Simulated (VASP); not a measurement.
# NaCl: single point with PBE

The system is NaCl.

```
Na Cl
1.0
     2.82135    0.00000    0.00000
     0.00000    2.82135    0.00000
     0.00000    0.00000    2.82135
Na Cl
1 1
Direct
  0.00000 0.00000 0.00000
  0.50000 0.50000 0.50000
```

This cell differs from its parent crystal: volume scaled by 0.96.

* Program: VASP 6.6.1
* Task: single point
* Functional: PBE
* Potentials or basis: VASP PAW PBE potentials, release 64 (Na_pv, Cl)
* Cutoff: 500 eV
* k mesh: 8 × 8 × 8
* Occupations: fermi-dirac, width 0.02 eV
* Spin: no spin polarisation

```json
{
  "Pressure": "76.3 GPa",
  "Band gap on the k mesh": "4.25 eV, direct"
}
```

Levels at points of the mesh, in eV from the valence-band top:
| k point | band 5 | band 6 | band 7 | band 8 | band 9 | band 10 |
| --- | --- | --- | --- | --- | --- | --- |
| (0.00, 0.00, 0.00) | -1.33 | -1.33 | -1.33 | 6.44 | 6.44 | 7.81 |
| (0.50, 0.00, 0.00) | -7.27 | -0.84 | -0.84 | 9.11 | 9.50 | 12.77 |
| (0.50, 0.50, 0.00) | -5.63 | -5.63 | 0.00 | 4.25 | 10.77 | 12.75 |
| (0.50, 0.50, 0.50) | -5.07 | -5.07 | -5.07 | 6.22 | 6.22 | 6.22 |

Run time: 6.6 s on 1 thread of Intel(R) Xeon(R) Platinum 8488C (Sapphire Rapids), with other jobs on the host, peak memory 0.13 GiB.

 A k mesh can miss the band edges.
